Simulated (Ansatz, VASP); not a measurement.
## Two plane-wave programs on AlGa2As3

```
Al Ga As
1.0
     6.42767    0.00000    0.00000
    -3.21383    5.56652    0.00000
     0.00000    0.00000    3.84110
Al Ga As
1 2 3
Cartesian
  0.0000 0.0000 1.9205
  0.0000 3.7110 1.9205
  3.2138 1.8555 1.9205
  -1.6069 2.7833 0.0000
  3.2138 0.0000 0.0000
  1.6069 2.7833 0.0000
```

Change from the starting cell: species swapped into the SmB2Ir3 type (P6/mmm, No. 191).

Alike in both runs: functional PBE; k mesh 6 × 6 × 10; occupations gaussian, width 0.1 eV; no spin polarisation.

Ansatz relaxed the structure, and its values are those at the end. VASP's run is a single point on that final structure, the one shown.

|  | VASP | Ansatz |
| --- | --- | --- |
| version | VASP 6.6.1 | Ansatz 0.2.0 |
| potentials or method | VASP PAW PBE potentials, release 64 (Al, Ga_d, As), cutoff 520 eV | scalar-relativistic, plane waves, PAW |
| valence electrons in the cell | 44 | 74 |

```csv
,VASP,Ansatz,Ansatz less VASP
gap on the k mesh at the Fermi level (eV),none,none,-
pressure (GPa),0.1,0.0,-0.10
```

A gap of «none» marks a metal or a gap that the smearing closes. The functional is the same, so the differences come from potentials, cutoffs and numerics. VASP's potentials hold 44 valence electrons a cell and Ansatz's 74, so a difference there can come from the potentials and not from the codes.
